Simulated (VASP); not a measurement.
# BaF2 (Fm-3m) in VASP: further runs, part 2 of 2

VASP 6.6.1. Earlier steps stand in the parts before.

## 3. Electric field gradients, LDA

Contents of INCAR:

```
  ALGO = Normal
  EDIFF = 1E-8
  ENCUT = 520
  GGA = CA
  GGA_COMPAT = F
  ISIF = 2
  ISMEAR = -1
  LASPH = T
  LCHARG = F
  LEFG = T
  LREAL = F
  LWAVE = F
  NBANDS = 19
  NELM = 120
  PREC = Accurate
  SIGMA = 0.01
```

Contents of KPOINTS:

```
k-points
0
Gamma
  8 8 8
```

Contents of POSCAR:

```
BaF2
1.0
    0.0000000000      3.1000500000      3.1000500000
    3.1000500000      0.0000000000      3.1000500000
    3.1000500000      3.1000500000      0.0000000000
Ba F
1 2
Direct
    0.0000000000      0.0000000000      0.0000000000
    0.2500000000      0.2500000000      0.2500000000
    0.7500000000      0.7500000000      0.7500000000
```

Potentials or basis: VASP PAW LDA potentials, release 64 (Ba_sv, F).

Launch:

```bash
cat potpaw_LDA.64/Ba_sv/POTCAR potpaw_LDA.64/F/POTCAR > POTCAR
mpirun -np 1 vasp_std > vasp.out
```

OUTCAR:

```text
EDIFF = 1E-8
   ENCUT = 520
   GGA = CA
   ISIF = 2
   ISMEAR = -1
   LASPH = T
   LREAL = F
   NELM = 120
   PREC = Accurate

 ion  position               nearest neighbor table
   1  0.000  0.000  0.000-   3 2.68   3 2.68   2 2.68   3 2.68   2 2.68   2 2.68   3 2.68   2 2.68

   2  0.250  0.250  0.250-   1 2.68   1 2.68   1 2.68   1 2.68
   3  0.750  0.750  0.750-   1 2.68   1 2.68   1 2.68   1 2.68

  LATTYP: Found a face centered cubic cell.
 ALAT       =     6.2001000000

  Lattice vectors:

 A1 = (   0.0000000000,   3.1000500000,   3.1000500000)
 A2 = (   3.1000500000,   0.0000000000,   3.1000500000)
 A3 = (   3.1000500000,   3.1000500000,   0.0000000000)

Analysis of symmetry for initial positions (statically):
=====================================================================
 Subroutine PRICEL returns:
 Original cell was already a primitive cell.

 Routine SETGRP: Setting up the symmetry group for a
 face centered cubic supercell.

 Subroutine GETGRP returns: Found 48 space group operations
 (whereof 48 operations were pure point group operations)
 out of a pool of 48 trial point group operations.

The static configuration has the point symmetry O_h .

Analysis of symmetry for dynamics (positions and initial velocities):
=====================================================================
 Subroutine PRICEL returns:
 Original cell was already a primitive cell.

 Routine SETGRP: Setting up the symmetry group for a
 face centered cubic supercell.

 Subroutine GETGRP returns: Found 48 space group operations
 (whereof 48 operations were pure point group operations)
 out of a pool of 48 trial point group operations.

[... 156 lines left out ...]

 k-point     1 :       0.0000    0.0000    0.0000
  band No.  band energies     occupation
      1     -25.3817      2.00000
      2     -20.9616      2.00000
      3     -20.9312      2.00000
      4     -10.2495      2.00000
      5     -10.2495      2.00000
      6     -10.2495      2.00000
[... 505 lines left out ...]
      6     -10.3950      2.00000
[... 11 lines left out ...]
     18       9.9310      0.00000
     19      11.1983      0.00000

 [... further k-points ...]
[... 5 lines left out ...]
  --------------------------------------------------------------------------------------
  -------------------------------------------------------------------------------------
  Total       -1.2530485     -1.2530485     -1.2530485     -0.0000000      0.0000000      0.0000000
  in kB      -33.6932079    -33.6932079    -33.6932079     -0.0000000      0.0000000      0.0000000
  external PRESSURE =     -33.6932079 kB  Pullay stress =       0.0000000 kB

 VOLUME and BASIS-vectors are now :
 -----------------------------------------------------------------------------
  energy-cutoff  :      520.00
  volume of cell :       59.58
      direct lattice vectors                 reciprocal lattice vectors
     0.000000000  3.100050000  3.100050000    -0.161287721  0.161287721  0.161287721
     3.100050000  0.000000000  3.100050000     0.161287721 -0.161287721  0.161287721
     3.100050000  3.100050000  0.000000000     0.161287721  0.161287721 -0.161287721

 POSITION                                       TOTAL-FORCE (eV/Angst)
 -----------------------------------------------------------------------------------
      0.00000      0.00000      0.00000         0.000000      0.000000      0.000000
      1.55002      1.55002      1.55002         0.000000      0.000000      0.000000
      4.65008      4.65008      4.65008        -0.000000     -0.000000     -0.000000
 -----------------------------------------------------------------------------------
    total drift:                                0.000000      0.000000      0.000000

  FREE ENERGIE OF THE ION-ELECTRON SYSTEM (eV)
  ---------------------------------------------------
  free  energy   TOTEN  =       -18.5956033252 eV

  energy  without entropy=      -18.5956033252  energy(sigma->0) =      -18.59560333

 Electric field gradients (V/A^2)
---------------------------------------------------------------------
 ion       V_xx      V_yy      V_zz      V_xy      V_xz      V_yz
---------------------------------------------------------------------
   1       0.000    -0.000     0.000     0.000     0.000     0.000
   2      -0.000    -0.000    -0.000    -0.004    -0.004    -0.004
   3      -0.000    -0.000    -0.000    -0.004    -0.004    -0.004
---------------------------------------------------------------------

 Electric field gradients after diagonalization (V/A^2)
 (convention: |V_zz| > |V_xx| > |V_yy|)
----------------------------------------------------------------------
 ion       V_xx      V_yy      V_zz     asymmetry (V_yy - V_xx)/ V_zz
----------------------------------------------------------------------
   1      -0.000    -0.000     0.000       0.000
   2       0.004     0.004    -0.007       0.000
   3       0.004     0.004    -0.007       0.000
----------------------------------------------------------------------

           NMR quadrupolar parameters

 Cq : quadrupolar parameter    Cq=e*Q*V_zz/h
 eta: asymmetry parameters     (V_yy - V_xx)/ V_zz
 Q  : nuclear electric quadrupole moment in mb (millibarn)
----------------------------------------------------------------------
 ion       Cq(MHz)       eta       Q (mb)
----------------------------------------------------------------------
   1       0.000       0.000       1.000
   2      -0.000       0.000       1.000
   3      -0.000       0.000       1.000
----------------------------------------------------------------------
```

stdout:

```text
POSCAR found type information on POSCAR BaF
 POSCAR found :  2 types and       3 ions
 scaLAPACK will be used
 LDA part: xc-table for (Slater(with rela. corr.)+CA(PZ))
 , standard interpolation
 POSCAR, INCAR and KPOINTS ok, starting setup
 FFT: planning ... GRIDC
 FFT: planning ... GRID_SOFT
 FFT: planning ... GRID
 WAVECAR not read
 entering main loop
ion   1

ion   2

ion   3
```

It took 29 s on 1 thread of Intel Xeon Platinum 8259CL at 2.50GHz (Skylake/Cascade Lake), shared host; peak memory 0.18 GiB.

Results:

```
Free energy                             : -18.5956 eV
Pressure                                : -3.4 GPa
Band gap on the k mesh                  : 6.39 eV (least direct gap 6.47 eV)
Largest electric field gradient by atom : under 0.05 V/Å² on every atom
```

Caveat: the cell stands under tension; spin-orbit coupling is left out, which moves the levels of the heavy elements. A k mesh can miss the band edges.

## 4. Single point, LDA

POSCAR is that of step 3.

Contents of INCAR.step1:

```
PREC = Accurate
ENCUT = 520
EDIFF = 1E-6
ISMEAR = -1
SIGMA = 0.01
LREAL = False
LASPH = True
NELM = 120
ALGO = Normal
ISIF = 2
LWAVE = False
LCHARG = True
GGA = CA
NBANDS = 19
GGA_COMPAT = False
NEDOS = 2001
LORBIT = 11
```

Contents of KPOINTS.step1:

```
Automatic mesh
0
Gamma
  8 8 8
```

Contents of INCAR.step2:

```
PREC = Accurate
ENCUT = 520
EDIFF = 1E-6
ISMEAR = -5
SIGMA = 0.01
LREAL = False
LASPH = True
NELM = 120
ALGO = Normal
ISIF = 2
LWAVE = False
LCHARG = False
GGA = CA
LORBIT = 11
NBANDS = 19
NEDOS = 1001
ICHARG = 11
GGA_COMPAT = False
```

Contents of KPOINTS.step2:

```
Automatic mesh
0
Gamma
  12 12 12
```

Launch:

```bash
cat potpaw_LDA.64/Ba_sv/POTCAR potpaw_LDA.64/F/POTCAR > POTCAR
cp INCAR.step1 INCAR
cp KPOINTS.step1 KPOINTS
mpirun -np 1 vasp_std > vasp.out
cp INCAR.step2 INCAR
cp KPOINTS.step2 KPOINTS
mpirun -np 1 vasp_std > vasp.out
```

Wall time 59 s (1 thread of Intel Xeon Platinum 8259CL at 2.50GHz (Skylake/Cascade Lake), shared host); peak memory 0.21 GiB.

It converged, with:

| Property | Result |
| --- | --- |
| Valence electrons inside the program's atomic spheres | Ba 7.86; F 6.06 |

Levels at points of the mesh, in eV from the valence-band top:
```csv
k point,band 10,band 11,band 12,band 13,band 14,band 15
"(0.00, 0.00, 0.00)",-0.09,-0.09,-0.09,6.39,9.07,9.07
"(0.50, 0.00, 0.00)",-0.36,-0.17,-0.17,8.94,9.05,9.05
"(0.50, 0.50, 0.00)",-0.33,-0.33,-0.14,7.00,8.88,10.64
```

Caveat: spin-orbit coupling is left out, which moves the levels of the heavy elements.
